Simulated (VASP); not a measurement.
Write the native input for VASP 6.6.1 that does the following.

```
Task                   : single point
Functional             : PBEsol
Potentials or basis    : VASP PAW PBE potentials, release 64 (B, N)
Cutoff                 : 520 eV
k mesh                 : 12 × 12 × 4
Occupations            : gaussian, width 0.05 eV
Spin                   : no spin polarisation
Dipole correction      : no
Further INCAR settings : ALGO = Normal; EDIFF = 1e-07; NBANDS = 16
```

The structure of BN lies in POSCAR:

```
BN
1.0
    2.3787921191      0.0000000000      0.0000000000
   -1.1893960596      2.0600944054      0.0000000000
    0.0000000000      0.0000000000      6.4946700000
B N
2 2
Direct
    0.3333333333      0.6666666667      0.2500000000
    0.6666666667      0.3333333333      0.7500000000
    0.3333333333      0.6666666667      0.7500000000
    0.6666666667      0.3333333333      0.2500000000
```

This cell differs from its parent crystal: strain -0.050 along x and y, -0.025 along z.

One way to write it, as run:

INCAR

```
SYSTEM = BN
PREC = Accurate
ENCUT = 520
EDIFF = 1E-7
ISMEAR = 0
SIGMA = 0.05
LREAL = .FALSE.
LASPH = .TRUE.
NELM = 100
ALGO = Normal
ISIF = 2
LWAVE = .FALSE.
LCHARG = .TRUE.
GGA = PS
LELF = .TRUE.
LVHAR = .TRUE.
NBANDS = 16
```

KPOINTS

```
regular mesh
0
G
  12 12 4
  0 0 0
```

Potentials or basis: VASP PAW PBE potentials, release 64 (B, N).

The run is started by

```sh
$ cat potpaw_PBE.64/B/POTCAR potpaw_PBE.64/N/POTCAR > POTCAR
$ mpirun -np 1 vasp_std > vasp.out
```

It gave:

| Property | Result |
| --- | --- |
| Pressure | 48.4 GPa |
| Band gap on the k mesh | 4.35 eV, indirect (least direct gap 4.91 eV) |

Caveat: the cell differs from its parent crystal (strain -0.050 along x and y, -0.025 along z); the PAW data sets were made with another functional, which shifts forces and pressure a little.

Run time: 24 s on 1 thread of AMD EPYC 7R43 64-Core Processor (Zen 3), with other jobs on the host, peak memory 0.11 GiB.
